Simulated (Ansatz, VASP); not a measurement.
**Na: VASP beside Ansatz**

Contents of INCAR:

```
PREC = Accurate
ENCUT = 520
EDIFF = 1E-8
ISMEAR = -1
SIGMA = 0.03
LREAL = F
LASPH = T
NELM = 60
ALGO = Normal
ISIF = 2
LWAVE = F
LCHARG = F
GGA = PS
LEFG = T
NBANDS = 10
```

File KPOINTS:

```
Automatic mesh
0
Gamma
  11 11 11
```

The input POSCAR:

```
Na
1.0
   -2.1175000000      2.1175000000      2.1175000000
    2.1175000000     -2.1175000000      2.1175000000
    2.1175000000      2.1175000000     -2.1175000000
Na
1
Direct
    0.0000000000      0.0000000000      0.0000000000
```

Input for Ansatz:

```yaml
crystal:
  lattice:
    - [-2.1175, 2.1175, 2.1175]
    - [2.1175, -2.1175, 2.1175]
    - [2.1175, 2.1175, -2.1175]
  atoms:
    - { symbol: Na, position: [0.0, 0.0, 0.0] }
kpoints:
  mp_grid: { grid: [11, 11, 11] }
  band_path:
    path:
      - [0.0, 0.0, 0.0]
      - [0.5, -0.5, 0.5]
      - [0.0, 0.0, 0.5]
      - [0.0, 0.0, 0.0]
      - [0.25, 0.25, 0.25]
      - [0.5, -0.5, 0.5]
      - [0.25, 0.25, 0.25]
      - [0.0, 0.0, 0.5]
    npoints: 14
scf:
  occupations: { method: fermi_dirac, width: 0.03 }
hamiltonian:
  xc: pbesol
  pseudopotentials: { kind: paw }
output:
  forces: true
  stress: true
  eigenvalues: true
  efg: { contact_densities: true }
  populations: true
  bader: true
  dos: { projected: true, de: 0.2, e_range: [-14, 8] }
  write_density: true
  write_potential: true
  elf: true
  volumetric_format: npy
```

Alike in both runs: task electric field gradients; functional PBEsol; k mesh 11 × 11 × 11; occupations fermi-dirac, width 0.03 eV; no spin polarisation.

|  | VASP | Ansatz |
| --- | --- | --- |
| version | VASP 6.6.1 | Ansatz 0.2.0 |
| potentials or method | VASP PAW PBE potentials, release 64 (Na_pv) | PAW with Ansatz's default frozen-core files, scalar-relativistic |
| plane-wave cutoff (eV) | 520 | 420 |
| valence electrons in the cell | 7 | 9 |

```tsv
	VASP	Ansatz	Ansatz less VASP
pressure (GPa)	-0.3	-0.3	0.00
```

VASP's potentials were made for PBE, not for PBEsol. The functional is the same, so the differences come from potentials, cutoffs and numerics. VASP's potentials hold 7 valence electrons a cell and Ansatz's 9, so a difference there can come from the potentials and not from the codes.
